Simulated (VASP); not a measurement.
Set up this calculation in VASP 6.6.1, as the native input.

```
Task                   : single point
Functional             : PBE
Potentials or basis    : VASP PAW PBE potentials, release 64 (Nb_sv, W_sv)
Cutoff                 : 520 eV
k mesh                 : 6 × 6 × 14
Occupations            : gaussian, width 0.1 eV
Spin                   : no spin polarisation
Dipole correction      : no
Further INCAR settings : ALGO = Fast; EDIFF = 1e-06; NBANDS = 50
```

The structure of NbW2 lies in POSCAR:

```
NbW2
1.0
    6.6106495049      0.0000000000      0.0000000000
    0.0000000000      6.6106495049      0.0000000000
    0.0000000000      0.0000000000      2.8900601280
Nb W
2 4
Direct
    0.0000000000      0.0000000000      0.0000000000
    0.5000000000      0.5000000000      0.5000000000
    0.2659128013      0.2659128013      0.0000000000
    0.2340871987      0.7659128013      0.5000000000
    0.7340871987      0.7340871987      0.0000000000
    0.7659128013      0.2340871987      0.5000000000
```

One way to write it, as run:

INCAR

```
SYSTEM = NbW2
PREC = Accurate ; ENCUT = 520
EDIFF = 1E-6 ; ISMEAR = 0
SIGMA = 0.1 ; LREAL = .False.
LASPH = .True. ; NELM = 80
ALGO = Fast ; ISIF = 2
LWAVE = .False. ; LCHARG = .True.
GGA = PE ; LELF = .True.
LVHAR = .True. ; NBANDS = 50
```

KPOINTS

```
regular mesh
0
Gamma
  6 6 14
  0 0 0
```

Potentials or basis: VASP PAW PBE potentials, release 64 (Nb_sv, W_sv).

Run with:

```console
$ cat potpaw_PBE.64/Nb_sv/POTCAR potpaw_PBE.64/W_sv/POTCAR > POTCAR
$ mpirun -np 1 vasp_std > vasp.out
```

It gave:

- Pressure: 0.3 GPa
- Largest force: 0.020 eV/Å
- Band gap on the k mesh: zero (bands 41 and 42 overlap by 1.62 eV)

Caveat: spin-orbit coupling is left out, which moves the levels of the heavy elements.

It took 30 min on 1 thread of Oxide Virtual Turin-like Processor (shared host), peak memory 0.47 GiB.
